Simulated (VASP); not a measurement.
The system is CuO.

```
Cu O
1.0
     2.34465   -1.71340    0.00000
     2.34465    1.71340    0.00000
    -0.86055    0.00000    5.05944
Cu O
2 2
Cartesian
  1.1723 0.8457 0.0000
  0.7420 -0.8457 2.5297
  2.0724 -0.2841 1.2836
  1.6421 0.2841 3.8133
```

| Quantity | Value |
| --- | --- |
| Program | VASP 6.6.1 |
| Task | relaxation of the atoms |
| Functional | PBE |
| Potentials or basis | VASP PAW PBE potentials, release 64 (Cu, O) |
| Cutoff | 520 eV |
| k mesh | 7 × 7 × 4 |
| Occupations | fermi-dirac, width 0.02 eV |
| Spin | collinear spin |
| Starting moments | [1.0, 1.0, 0.0, 0.0] μB |

At the start: pressure 6.4 GPa; volume 10.16 Å³/atom.

How do energy, volume and symmetry change on relaxing?

Over 8 steps the energy falls by 14.9 meV/atom at a fixed cell; space group Cc (No. 9, to 0.1 Å) before, C2/c (No. 15, to 0.1 Å); moment 0.00 μB per cell.

The path:
```tsv
step	energy change (eV)	largest force (eV/Å)	pressure (GPa)
1	0.0000	0.7806	6.41
2	-0.0505	0.2242	6.20
3	-0.0510	0.2086	6.13
4	-0.0548	0.1553	6.39
5	-0.0593	0.0368	7.16
6	-0.0594	0.0396	7.24
7	-0.0594	0.0346	7.28
8	-0.0595	0.0059	7.26
```

Final structure:
```yaml
crystal:
  lattice:
    - [2.34465, -1.71340, 0.00000]
    - [2.34465, 1.71340, 0.00000]
    - [-0.86055, 0.00000, 5.05944]
  atoms:
    - { symbol: Cu, position: [0.99409, 0.49467, 0.00187] }
    - { symbol: Cu, position: [0.49467, 0.99409, 0.50187] }
    - { symbol: O, position: [0.56176, 0.42648, 0.25183] }
    - { symbol: O, position: [0.42648, 0.56176, 0.75183] }
```
